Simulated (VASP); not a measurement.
Runs of VASP 6.6.1 on K. The structure is that of space group P6_3/mmc (No. 194), or close to it. The cells are those of the table. This isn't the form of K at room conditions, which is bcc.

```tsv
cell	gap on the mesh (eV)	pressure (GPa)
a = 4.453, b = 4.453, c = 7.214 Å, angles 90.0, 90.0, 120.0°, 2 atoms	none	(b)
a = 3.617, b = 3.617, c = 5.859 Å, angles 90.0, 90.0, 120.0°, 2 atoms	none	12.2
a = 4.150, b = 4.150, c = 6.723 Å, angles 90.0, 90.0, 120.0°, 2 atoms	none	2.9
a = 4.590, b = 4.590, c = 7.436 Å, angles 90.0, 90.0, 120.0°, 2 atoms	none	0.4
a = 4.307, b = 4.307, c = 6.977 Å, angles 90.0, 90.0, 120.0°, 2 atoms	none	(a)
a = 3.795, b = 3.795, c = 6.148 Å, angles 90.0, 90.0, 120.0°, 2 atoms	none	7.9
a = 3.981, b = 3.981, c = 6.449 Å, angles 90.0, 90.0, 120.0°, 2 atoms	none	4.8
```

Alike in all rows: task single point; level PBE; potentials or basis VASP PAW PBE potentials, release 64 (K_sv); no spin polarisation; k mesh 10 × 10 × 6; cutoff (eV) 520; smearing fermi-dirac 0.08 eV.

Estimate the missing entries.

(a) 1.7; (b) 0.9.

Caveats: the cell stands under pressure (at least some runs).

A gap of «none» marks levels without a gap at the run's occupations.
